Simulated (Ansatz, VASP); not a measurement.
**Si2As3 in VASP and in Ansatz**

```
Si As
1.0
     3.69000    0.00000    0.00000
    -1.84500    3.19563    0.00000
     0.00000    0.00000   18.94000
Si As
4 6
Direct
  0.00000 0.00000 0.75700
  0.00000 0.00000 0.63250
  0.00000 0.00000 0.24300
  0.00000 0.00000 0.36750
  0.33333 0.66667 0.03700
  0.66667 0.33333 0.96300
  0.33333 0.66667 0.81500
  0.33333 0.66667 0.57400
  0.66667 0.33333 0.18500
  0.66667 0.33333 0.42600
```

Alike in both runs: task relaxation of cell and atoms; functional PBE; k mesh 5 × 5 × 1; occupations gaussian, width 0.2 eV; no spin polarisation.

```csv
,VASP,Ansatz
version,VASP 6.6.1,Ansatz 0.2.0
potentials or method,"VASP PAW PBE potentials, release 64 (Si, As), cutoff 600 eV","scalar-relativistic, plane waves, PAW"
valence electrons in the cell,46,106
```

Ansatz gave:

- gap on the k mesh at the Fermi level, each at its own relaxed structure (eV): 0.63
- relaxed volume (Å³/atom): 24.45
- relaxed length of the cell vector where the two differ most in proportion (Å): 20.539

Q: What did VASP give for the same quantities?

A: gap on the k mesh at the Fermi level, each at its own relaxed structure (eV): 0.82; relaxed volume (Å³/atom): 24.95; relaxed length of the cell vector where the two differ most in proportion (Å): 21.059.

VASP's potentials hold 46 valence electrons a cell and Ansatz's 106, so a difference there can come from the potentials and not from the codes.
